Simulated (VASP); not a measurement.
# Ge2P: single point with PBE

Ge2P:

```
CELL_PARAMETERS angstrom
0.00000 3.13100 3.13100
3.13100 0.00000 3.13100
3.13100 3.13100 0.00000
ATOMIC_POSITIONS crystal
Ge 0.75000 0.75000 0.75000
Ge 0.25000 0.25000 0.25000
P 0.00000 0.00000 0.00000
```

| Quantity | Value |
| --- | --- |
| Program | VASP 6.6.1 |
| Task | single point |
| Functional | PBE |
| Potentials or basis | VASP PAW PBE potentials, release 64 (Ge_d, P) |
| Cutoff | 520 eV |
| k mesh | 12 × 12 × 12 |
| Occupations | gaussian, width 0.1 eV |
| Spin | no spin polarisation |
| Dipole correction | no |
| Further INCAR settings | ALGO = Normal; EDIFF = 1e-06; NBANDS = 24 |

The pressure is -0.1 GPa.

Levels at points of the mesh, in eV from the Fermi level:
```tsv
k point	band 14	band 15	band 16	band 17	band 18	band 19
(0.00, 0.00, 0.00)	-2.69	-2.69	-2.69	-1.67	-1.67	-1.67
(0.50, 0.00, 0.00)	-3.84	-3.84	-0.77	-0.77	-0.49	3.68
(0.50, 0.50, 0.00)	-5.33	-5.33	-2.14	2.26	3.87	3.87
```

It took 35 s on 1 thread of Intel(R) Xeon(R) 6975P-C (Granite Rapids) (shared host), peak memory 0.25 GiB.
